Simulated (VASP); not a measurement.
# Al5Si11C11N5 (P1) in VASP: a series of runs, part 2 of 2

VASP 6.6.1.

**3. Single point, PBEsol**

This run uses another cell than the first one, of 10.44 Å³/atom.

File INCAR:

```
PREC = Accurate
ENCUT = 700
EDIFF = 1E-6
ISMEAR = -1
SIGMA = 0.05
LREAL = Auto
LASPH = T
NELM = 120
ALGO = Normal
ISIF = 2
LWAVE = F
LCHARG = F
GGA = PS
NBANDS = 246
ISYM = -1
GGA_COMPAT = F
```

File KPOINTS:

```
explicit points
1
Reciprocal
  0.25000000   0.25000000   0.25000000 1
```

File POSCAR:

```
Al5Si11C11N5
1.0
    9.2694673628      0.0000000000      0.0000000000
    0.0000000000     10.7230770193      0.0000000000
    0.0000000000      0.0000000000     10.0810352915
Al Si N C
15 33 15 33
Direct
    0.1685120000      0.0855210000      0.2495230000
    0.3297510000      0.3302320000      0.2503860000
    0.1642950000      0.5837350000      0.2546360000
    0.8318780000      0.0867680000      0.2515350000
    0.6654190000      0.3364670000      0.7472490000
    0.5010700000      0.5831380000      0.2462110000
    0.6679830000      0.8305390000      0.2461700000
    0.6641170000      0.8322200000      0.7478890000
    0.9957830000      0.1641700000      0.5023560000
    0.3358840000      0.1653010000      0.0004470000
    0.1628740000      0.4135740000      0.4950320000
    0.1649960000      0.4149110000      0.0030010000
    0.6612980000      0.1677150000      0.9982740000
    0.4987910000      0.4159930000      0.5008590000
    0.3359740000      0.6668130000      0.4988720000
    0.1653000000      0.0847440000      0.7511550000
    0.0000510000      0.3362510000      0.2493440000
    0.9973610000      0.3331300000      0.7512040000
    0.4957370000      0.0841610000      0.2512230000
    0.4983960000      0.0810650000      0.7484990000
    0.3350210000      0.3353420000      0.7555320000
    0.1675560000      0.5838970000      0.7463460000
    0.0002830000      0.8317290000      0.2471720000
    0.0010360000      0.8336860000      0.7457210000
    0.8354870000      0.0838930000      0.7498000000
    0.6659070000      0.3314270000      0.2506640000
    0.4995310000      0.5812690000      0.7521840000
    0.3366910000      0.8331560000      0.2480120000
    0.3347590000      0.8318620000      0.7493960000
    0.8341520000      0.5820450000      0.2473720000
    0.8311740000      0.5817870000      0.7451460000
    0.9996690000      0.1664490000      0.9986150000
    0.3324040000      0.1670820000      0.4978440000
    0.0012020000      0.6655680000      0.4975860000
    0.9982030000      0.6644760000      0.9978930000
    0.6670630000      0.1654000000      0.5021970000
    0.5000970000      0.4164070000      0.0003710000
    0.3339890000      0.6688340000      0.0008310000
    0.1695580000      0.9182920000      0.4940070000
    0.1692940000      0.9166790000      0.0005150000
    0.8348630000      0.4150040000      0.4948450000
    0.8317400000      0.4162670000      0.9997490000
    0.6650150000      0.6643910000      0.4996480000
    0.6701190000      0.6661330000      0.0015770000
    0.4982910000      0.9184690000      0.4977980000
    0.5007200000      0.9192130000      0.0000280000
    0.8307230000      0.9151000000      0.5020290000
    0.8332620000      0.9157590000      0.9995190000
    0.9938660000      0.1702320000      0.1788400000
    0.1647040000      0.4167720000      0.7025330000
    0.6627380000      0.1700630000      0.1910210000
    0.5102300000      0.4117970000      0.1836730000
    0.1593430000      0.9090760000      0.1805650000
    0.1656150000      0.9140680000      0.6903550000
    0.6760810000      0.6599830000      0.1824340000
    0.8474940000      0.9198590000      0.1788350000
    0.3335600000      0.3261480000      0.4430690000
    0.1621280000      0.5944550000      0.9325430000
    0.0007560000      0.8333350000      0.9370200000
    0.8228710000      0.0740290000      0.4401480000
    0.8388220000      0.0762030000      0.9430030000
    0.6669200000      0.3413360000      0.9466670000
    0.5094280000      0.5850210000      0.4343180000
    0.0000660000      0.1668860000      0.6990130000
    0.3408970000      0.1621750000      0.1912620000
    0.3296350000      0.1687510000      0.6882900000
    0.1583260000      0.4146540000      0.1916280000
    0.9884920000      0.6744430000      0.1790740000
    0.0004580000      0.6694720000      0.6913260000
    0.6692300000      0.1589060000      0.6893650000
    0.4887490000      0.4209990000      0.6926850000
    0.3330510000      0.6743140000      0.1815180000
    0.3329670000      0.6667330000      0.6990120000
    0.8284130000      0.4146960000      0.1850920000
    0.8441260000      0.4202180000      0.6823590000
    0.6647510000      0.6576270000      0.6851080000
    0.4966040000      0.9213400000      0.1852700000
    0.4873660000      0.9191600000      0.6831950000
    0.8452810000      0.9212250000      0.6897590000
    0.1691180000      0.0794090000      0.4443640000
    0.1542670000      0.0745030000      0.9377280000
    0.9894520000      0.3292270000      0.4305890000
    0.9865380000      0.3275090000      0.9355420000
    0.5038430000      0.0855040000      0.4389010000
    0.5030020000      0.0749060000      0.9299550000
    0.3409890000      0.3390370000      0.9366180000
    0.1613310000      0.5864850000      0.4474860000
    0.9984090000      0.8372840000      0.4348070000
    0.6713270000      0.3268480000      0.4334340000
    0.5027160000      0.5839270000      0.9443490000
    0.3333710000      0.8406270000      0.4326100000
    0.3296030000      0.8333320000      0.9369200000
    0.8304750000      0.5849900000      0.4340020000
    0.8348290000      0.5821530000      0.9351390000
    0.6671840000      0.8320160000      0.4435440000
    0.6715500000      0.8319470000      0.9503820000
```

Potentials or basis: VASP PAW PBE potentials, release 64 (Al, Si, N, C).

Command:

```sh
cat potpaw_PBE.64/Al/POTCAR potpaw_PBE.64/Si/POTCAR potpaw_PBE.64/N/POTCAR potpaw_PBE.64/C/POTCAR > POTCAR
mpirun -np 1 vasp_std > vasp.out
```

Wall time 12 min (1 thread of Intel Xeon 6975P-C (Granite Rapids), shared host); peak memory 1.4 GiB.

Results (log left out):

```yaml
Free_energy: -746.6814 eV
Pressure: 0.1 GPa
Largest_force: 0.032 eV/Å
Band_gap_on_the_k_mesh: 2.58 eV
```

Forces on the atoms (eV/Å):
```
Al  -0.014 -0.011 -0.001
Al   0.009  0.010  0.001
Al   0.001  0.002  0.011
Al  -0.002 -0.006 -0.008
Al  -0.009 -0.008  0.004
Al  -0.001 -0.007 -0.009
Al   0.011 -0.006 -0.009
Al   0.001  0.004  0.000
Al  -0.006 -0.008  0.010
Al   0.003  0.005 -0.009
Al   0.012  0.010 -0.008
Al  -0.001  0.003 -0.018
Al   0.009  0.004  0.004
Al  -0.008  0.017 -0.013
Al   0.003 -0.001  0.003
Si   0.003 -0.010  0.005
Si  -0.006 -0.025  0.005
Si   0.014 -0.003 -0.011
Si   0.013 -0.010 -0.004
Si   0.001  0.009 -0.006
Si  -0.008 -0.011 -0.015
Si  -0.006 -0.011 -0.007
Si  -0.001  0.001  0.007
Si   0.000 -0.001 -0.003
Si   0.003  0.007  0.016
Si   0.008 -0.006 -0.005
Si  -0.005  0.010  0.006
Si  -0.006  0.013  0.002
Si  -0.005 -0.004  0.000
Si   0.003  0.011 -0.002
Si   0.004  0.003  0.000
Si  -0.014 -0.003  0.005
Si   0.006 -0.006  0.001
Si  -0.002  0.010  0.011
Si   0.004  0.000  0.001
Si  -0.003 -0.003  0.014
Si  -0.001  0.016 -0.002
Si  -0.007 -0.012 -0.016
Si  -0.008 -0.003  0.011
Si  -0.004 -0.008  0.003
Si  -0.007  0.005  0.015
Si   0.002  0.010 -0.003
Si  -0.002  0.002  0.015
Si   0.005 -0.004  0.004
Si   0.002 -0.005 -0.002
Si  -0.006 -0.012  0.004
Si  -0.004 -0.002  0.012
Si   0.010 -0.010 -0.001
N    0.008 -0.005  0.026
N    0.007 -0.010 -0.009
N    0.011 -0.010 -0.008
N   -0.015  0.008  0.027
N    0.004  0.015  0.014
N    0.011  0.008 -0.009
N   -0.001  0.003  0.015
N   -0.010  0.011  0.025
N   -0.006  0.024 -0.004
N    0.016 -0.016  0.011
N    0.011  0.003 -0.006
N    0.013  0.020 -0.011
N   -0.006  0.022  0.000
N   -0.001 -0.012 -0.004
N   -0.010 -0.016 -0.010
C   -0.002  0.008 -0.018
C   -0.013  0.017 -0.018
C    0.011  0.006 -0.011
C    0.009  0.008  0.003
C    0.016 -0.016  0.010
C   -0.005 -0.015 -0.010
C   -0.008  0.014 -0.001
C    0.012  0.000 -0.013
C   -0.007 -0.020  0.015
C    0.010  0.002 -0.017
C    0.004  0.000 -0.009
C   -0.012 -0.003 -0.005
C   -0.004  0.002  0.003
C    0.005  0.001 -0.001
C    0.010  0.000 -0.006
C   -0.020 -0.004 -0.003
C   -0.012  0.014 -0.009
C    0.009  0.012  0.000
C    0.005 -0.010  0.009
C    0.011  0.019  0.011
C    0.008  0.000 -0.001
C   -0.009  0.016  0.001
C   -0.023 -0.014  0.013
C    0.010 -0.017 -0.009
C    0.002 -0.002  0.008
C   -0.008  0.009  0.004
C   -0.001  0.003 -0.007
C    0.000 -0.011  0.011
C    0.008  0.005 -0.001
C    0.000 -0.008  0.002
C   -0.005 -0.012 -0.002
C   -0.006  0.000 -0.013
C   -0.017 -0.003 -0.010
```

Stress tensor (GPa, compression positive):
```
 0.06 -0.18 -0.34
-0.18  0.08  0.08
-0.34  0.08  0.06
```

Levels at points of the mesh, in eV from the valence-band top:
| k point | band 190 | band 191 | band 192 | band 193 | band 194 | band 195 |
| --- | --- | --- | --- | --- | --- | --- |
| (0.25, 0.25, 0.25) | -0.25 | -0.11 | 0.00 | 2.58 | 2.90 | 2.96 |

Caveat: the PAW data sets were made with another functional, which shifts forces and pressure a little; a shifted mesh leaves out Γ, where band edges can lie.

**4. Single point, HSE06**

This run uses another cell than the first one, of 10.44 Å³/atom.

POSCAR: that of step 3 with these lines changed.

```diff
@@ -2,5 +2,5 @@
 1.0
-    9.2694673628      0.0000000000      0.0000000000
-    0.0000000000     10.7230770193      0.0000000000
-    0.0000000000      0.0000000000     10.0810352915
+    9.2694670000      0.0000000000      0.0000000000
+    0.0000000000     10.7230770000      0.0000000000
+    0.0000000000      0.0000000000     10.0810350000
 Al Si N C
```

File INCAR.step1:

```
PREC = Accurate
ENCUT = 520
EDIFF = 1E-5
ISMEAR = -1
SIGMA = 0.05
LREAL = Auto
LASPH = T
NELM = 80
ALGO = Normal
ISIF = 2
LWAVE = T
LCHARG = F
GGA = PE
NBANDS = 246
LUSENCCL = F
```

File INCAR.step2:

```
PREC = Accurate
ENCUT = 520
EDIFF = 1E-6
ISMEAR = -1
SIGMA = 0.05
LREAL = Auto
LASPH = T
NELM = 80
ALGO = Normal
ISIF = 2
LWAVE = F
LCHARG = F
GGA = PE
LHFCALC = T
HFSCREEN = 0.2079
PRECFOCK = Fast
ISTART = 1
NBANDS = 246
LUSENCCL = F
```

File KPOINTS:

```
regular mesh
0
Gamma
  1 1 1
```

Potentials or basis: VASP PAW PBE potentials, release 64 (Al, Si, N, C).

Command:

```sh
cat potpaw_PBE.64/Al/POTCAR potpaw_PBE.64/Si/POTCAR potpaw_PBE.64/N/POTCAR potpaw_PBE.64/C/POTCAR > POTCAR
cp INCAR.step1 INCAR
mpirun -np 1 vasp_gam > vasp.out
cp INCAR.step2 INCAR
mpirun -np 1 vasp_gam > vasp.out
```

OUTCAR:

```text
PREC = Accurate
   ENCUT = 520
   EDIFF = 1E-6
   ISMEAR = -1
   LREAL = Auto
   LASPH = T
   NELM = 80
   ISIF = 2
   GGA = PE
   LHFCALC = T
   HFSCREEN = 0.2079
   PRECFOCK = Fast
   ISTART = 1

 ion  position               nearest neighbor table
   1  0.169  0.086  0.250-  65 1.89  80 1.97  49 1.99  53 2.02   2 3.02  19 3.03  39 3.05  33 3.06
                            10 3.07  40 3.10  32 3.10  17 3.11   4 3.12  28 3.12   9 3.13  23 3.14
[... 699 lines left out ...]
  Total       -3.4237350    -18.5003655    -14.0139286     -2.3813339      0.6401297     -2.4038902
  in kB       -5.4743356    -29.5809135    -22.4073848     -3.8076022      1.0235269     -3.8436683
  external PRESSURE =     -19.1542113 kB  Pullay stress =       0.0000000 kB

 VOLUME and BASIS-vectors are now :
 -----------------------------------------------------------------------------
  energy-cutoff  :      520.00
  volume of cell :     1002.03
      direct lattice vectors                 reciprocal lattice vectors
     9.269467000  0.000000000  0.000000000     0.107881068  0.000000000  0.000000000
     0.000000000 10.723077000  0.000000000     0.000000000  0.093256814  0.000000000
     0.000000000  0.000000000 10.081035000     0.000000000  0.000000000  0.099196164

 POSITION                                       TOTAL-FORCE (eV/Angst)
 -----------------------------------------------------------------------------------
      1.56202      0.91705      2.51545         0.117991      0.075056     -0.031622
      3.05662      3.54110      2.52415        -0.074844     -0.037188     -0.079979
      1.52293      6.25944      2.56699        -0.007062     -0.038156     -0.015166
      7.71107      0.93042      2.53573        -0.007401      0.046277     -0.069187
      6.16808      3.60796      7.53304        -0.035842      0.068217     -0.089886
      4.64465      6.25303      2.48206         0.064908      0.061388     -0.022557
[... 88 lines left out ...]
      6.18444      8.92177      4.47138         0.008865      0.081817      0.128950
      6.22491      8.92103      9.58083         0.084800      0.100110      0.170625
 -----------------------------------------------------------------------------------
    total drift:                                0.031880     -0.043221     -0.007424

  FREE ENERGIE OF THE ION-ELECTRON SYSTEM (eV)
  ---------------------------------------------------
  free  energy   TOTEN  =      -819.9432820250 eV

  energy  without entropy=     -819.9432820250  energy(sigma->0) =     -819.94328203
```

OUTCAR.step1:

```text
PREC = Accurate
   ENCUT = 520
   EDIFF = 1E-5
   ISMEAR = -1
   LREAL = Auto
[... 718 lines left out ...]
      6.16808      3.60796      7.53304        -0.010688      0.059947     -0.103176
      4.64465      6.25303      2.48206         0.022067      0.077578     -0.055727
[... 88 lines left out ...]
      6.18444      8.92177      4.47138        -0.020356      0.075671      0.100228
      6.22491      8.92103      9.58083         0.039215      0.108246      0.099656
 -----------------------------------------------------------------------------------
    total drift:                                0.024013     -0.035126      0.003498

  FREE ENERGIE OF THE ION-ELECTRON SYSTEM (eV)
  ---------------------------------------------------
  free  energy   TOTEN  =      -703.4434363061 eV

  energy  without entropy=     -703.4434363058  energy(sigma->0) =     -703.44343631
```

OSZICAR.step1:

```text
N       E                     dE             d eps       ncg     rms          rms(c)
DAV:   1     0.254114858119E+04    0.25411E+04   -0.20310E+05   492   0.150E+03
DAV:   2    -0.521824331973E+03   -0.30630E+04   -0.28740E+04   642   0.308E+02
DAV:   3    -0.800103277841E+03   -0.27828E+03   -0.27573E+03   584   0.951E+01
DAV:   4    -0.807595477336E+03   -0.74922E+01   -0.74605E+01   584   0.170E+01
DAV:   5    -0.807791387608E+03   -0.19591E+00   -0.19549E+00   576   0.271E+00    0.616E+01
DAV:   6    -0.705345617188E+03    0.10245E+03   -0.36537E+02   560   0.295E+01    0.263E+01
DAV:   7    -0.703912673202E+03    0.14329E+01   -0.38177E+01   608   0.110E+01    0.129E+01
DAV:   8    -0.703544740761E+03    0.36793E+00   -0.44444E+00   576   0.415E+00    0.585E+00
DAV:   9    -0.703453508628E+03    0.91232E-01   -0.11297E+00   576   0.216E+00    0.128E+00
DAV:  10    -0.703435444416E+03    0.18064E-01   -0.15054E-01   600   0.954E-01    0.670E-01
DAV:  11    -0.703443394569E+03   -0.79502E-02   -0.74252E-02   576   0.530E-01    0.434E-01
DAV:  12    -0.703442642426E+03    0.75214E-03   -0.75105E-03   704   0.226E-01    0.227E-01
DAV:  13    -0.703443606249E+03   -0.96382E-03   -0.53571E-03   552   0.142E-01    0.118E-01
DAV:  14    -0.703443421913E+03    0.18434E-03   -0.65281E-04   696   0.662E-02    0.566E-02
DAV:  15    -0.703443433990E+03   -0.12077E-04   -0.60739E-04   600   0.477E-02    0.198E-02
DAV:  16    -0.703443436306E+03   -0.23166E-05   -0.42647E-05   456   0.158E-02
   1 F= -.70344344E+03 E0= -.70344344E+03  d E =-.310617E-09
```

It took 4.6 min on 1 × NVIDIA H100 80GB with 1 thread of Intel Xeon Platinum 8481C at 2.70GHz (Sapphire Rapids), shared host; peak memory 1.7 GiB.

Results:

* Free energy: -819.9433 eV
* Pressure: -1.9 GPa
* Largest force: 0.265 eV/Å
* Band gap on the k mesh: 3.38 eV

Forces on the atoms (eV/Å):
```
Al   0.118  0.075 -0.032
Al  -0.075 -0.037 -0.080
Al  -0.007 -0.038 -0.015
Al  -0.007  0.046 -0.069
Al  -0.036  0.068 -0.090
Al   0.065  0.061 -0.023
Al  -0.032  0.039 -0.047
Al  -0.015  0.047 -0.070
Al   0.045 -0.006 -0.060
Al   0.070 -0.047  0.008
Al  -0.011  0.001 -0.145
Al   0.040 -0.117  0.026
Al  -0.056 -0.055 -0.038
Al  -0.021 -0.051 -0.009
Al  -0.096 -0.114 -0.093
Si  -0.084  0.100 -0.044
Si   0.075  0.091 -0.018
Si   0.060  0.046 -0.027
Si  -0.093  0.056 -0.146
Si   0.026  0.002 -0.005
Si   0.009  0.090 -0.011
Si   0.037  0.048 -0.020
Si   0.016  0.027 -0.147
Si   0.053  0.079 -0.047
Si   0.057  0.056 -0.122
Si  -0.044  0.020 -0.094
Si  -0.029  0.023 -0.120
Si  -0.010 -0.014 -0.063
Si  -0.006  0.041 -0.044
Si  -0.090  0.111 -0.091
Si   0.002  0.018 -0.105
Si  -0.091 -0.027  0.002
Si  -0.020  0.017 -0.043
Si   0.119 -0.147 -0.098
Si   0.044 -0.062 -0.058
Si   0.023 -0.082 -0.033
Si   0.066 -0.093 -0.062
Si  -0.041  0.008 -0.004
Si   0.030  0.033 -0.146
Si  -0.045 -0.010 -0.006
Si   0.053 -0.087 -0.034
Si  -0.107 -0.103 -0.112
Si  -0.083 -0.072 -0.075
Si   0.020 -0.014 -0.005
Si  -0.009 -0.073 -0.017
Si   0.007  0.059 -0.067
Si  -0.047  0.033 -0.086
Si   0.017 -0.036  0.015
N   -0.057 -0.042 -0.050
N   -0.042 -0.034  0.187
N    0.056 -0.021  0.094
N    0.112 -0.111 -0.013
N   -0.056 -0.125 -0.037
N   -0.078 -0.098  0.122
N    0.080 -0.131 -0.006
N    0.027 -0.098 -0.056
N   -0.014 -0.011  0.095
N   -0.031  0.216  0.028
N   -0.041  0.050  0.005
N   -0.038 -0.026  0.047
N    0.093  0.001  0.073
N    0.046  0.183  0.187
N    0.073  0.147  0.034
C   -0.001 -0.153  0.155
C    0.057 -0.104  0.096
C   -0.001 -0.070  0.044
C   -0.068 -0.154  0.060
C   -0.021  0.028  0.008
C    0.038 -0.076  0.082
C    0.023 -0.177  0.006
C    0.001 -0.026  0.090
C    0.034  0.017 -0.029
C   -0.067 -0.097  0.157
C   -0.037 -0.074  0.056
C    0.015  0.001  0.047
C    0.046 -0.198  0.049
C    0.002 -0.077  0.043
C   -0.035 -0.051  0.012
C    0.068 -0.031  0.038
C    0.003 -0.013  0.080
C   -0.078  0.013  0.044
C    0.020  0.098 -0.001
C   -0.061  0.027  0.031
C    0.009  0.068  0.045
C    0.033 -0.031  0.009
C    0.019  0.164  0.002
C   -0.058  0.150  0.127
C    0.030  0.138  0.047
C   -0.019  0.037  0.025
C   -0.023  0.072  0.080
C   -0.026  0.179  0.052
C   -0.043  0.056  0.071
C   -0.007  0.091  0.042
C    0.026  0.103  0.090
C    0.009  0.082  0.129
C    0.085  0.100  0.171
```

Levels at points of the mesh, in eV from the valence-band top:
```csv
k point,band 188,band 189,band 190,band 191,band 192,band 193,band 194,band 195,band 196,band 197
"(0.00, 0.00, 0.00)",-0.46,-0.44,-0.29,-0.11,0.00,3.38,3.39,3.51,3.93,4.03
```

Caveat: the k points lie up to 0.68 Å⁻¹ apart; the PAW data sets were made with another functional, which shifts forces and pressure a little.

**5. Summary**

| level | cell | k mesh | cutoff (eV) | grid for exact exchange (PRECFOCK) | share of exact exchange | screening parameter | gap on the mesh (eV) | pressure (GPa) | largest force (eV/Å) |
| --- | --- | --- | --- | --- | --- | --- | --- | --- | --- |
| PBEsol | a = 9.263, b = 10.696, c = 10.055 Å, 96 atoms, atomic positions A | 1 × 1 × 1, shifted | 700 | - | - | - | 1.59 | 1.8 | 5.49 |
| PBEsol | a = 9.269, b = 10.723, c = 10.081 Å, 96 atoms, atomic positions B | 1 × 1 × 1, shifted | 700 | - | - | - | 2.58 | 0.1 | 0.03 |
| HSE06 | a = 9.269, b = 10.723, c = 10.081 Å, 96 atoms, atomic positions B | 1 × 1 × 1 | 520 | Fast | 0.25 | 0.2079 1/Å | 3.38 | -1.9 | 0.27 |

Alike in all rows: task single point; potentials or basis VASP PAW PBE potentials, release 64 (Al, Si, N, C); no spin polarisation; smearing fermi-dirac 0.05 eV.

Caveats: some runs use coarse meshes; the PAW data sets were made with another functional, which shifts forces and pressure a little; a shifted mesh leaves out Γ, where band edges can lie (at least some runs).

Total energies depend on the potentials used, so only differences within one code and one set of settings carry meaning.
